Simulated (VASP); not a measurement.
Wanted: the native input for a VASP 6.6.1 run.

- Task: single point
- Functional: PBE
- Potentials or basis: VASP PAW PBE potentials, release 64 (Hf_pv, In_d, Si, O)
- Cutoff: 520 eV
- k mesh: 4 × 4 × 2
- Occupations: fermi-dirac, width 0.05 eV
- Spin: no spin polarisation
- Dipole correction: no
- Further INCAR settings: ALGO = Normal; EDIFF = 1e-06; NBANDS = 63

The structure of HfIn4SiO6 lies in POSCAR:

```
HfIn4SiO6
1.0
    5.2774308968      0.0000028868      0.0000000000
   -2.6387179484      4.5703877800      0.0000000000
    0.0000000000      0.0000000000     10.5590500000
Hf In Si O
1 4 1 6
Direct
    0.6666666667      0.3333333333      0.0000000000
    0.0000000000      0.0000000000      0.3044600000
    0.0000000000      0.0000000000      0.6955400000
    0.3333333333      0.6666666667      0.7891900000
    0.3333333333      0.6666666667      0.2108100000
    0.0000000000      0.0000000000      0.0000000000
    0.9730000000      0.7049600000      0.8997200000
    0.2950400000      0.0270000000      0.1002800000
    0.2950400000      0.2680400000      0.8997200000
    0.7319600000      0.7049600000      0.1002800000
    0.7319600000      0.0270000000      0.8997200000
    0.9730000000      0.2680400000      0.1002800000
```

The input as run:

INCAR

```
SYSTEM = HfIn4SiO6
  ALGO = Normal
  EDIFF = 1E-6
  ENCUT = 520
  GGA = PE
  ISIF = 2
  ISMEAR = -1
  LASPH = .True.
  LCHARG = .True.
  LELF = .True.
  LREAL = .False.
  LVHAR = .True.
  LWAVE = .False.
  NBANDS = 63
  NELM = 60
  PREC = Accurate
  SIGMA = 0.05
```

KPOINTS

```
k-points
0
Gamma
  4 4 2
  0 0 0
```

Potentials or basis: VASP PAW PBE potentials, release 64 (Hf_pv, In_d, Si, O).

Command:

```sh
$ cat potpaw_PBE.64/Hf_pv/POTCAR potpaw_PBE.64/In_d/POTCAR potpaw_PBE.64/Si/POTCAR potpaw_PBE.64/O/POTCAR > POTCAR
$ mpirun -np 1 vasp_std > vasp.out
```

Results of the run:

```json
{"Pressure": "-0.3 GPa", "Largest force": "0.146 eV/Å", "Band gap on the k mesh": "0.35 eV (least direct gap 1.69 eV)"}
```

Caveat: spin-orbit coupling is left out, which moves the levels of the heavy elements.

Wall time 2.4 min on 1 thread of AMD EPYC 7R13 Processor (Zen 3), on a shared host, peak memory 0.39 GiB.
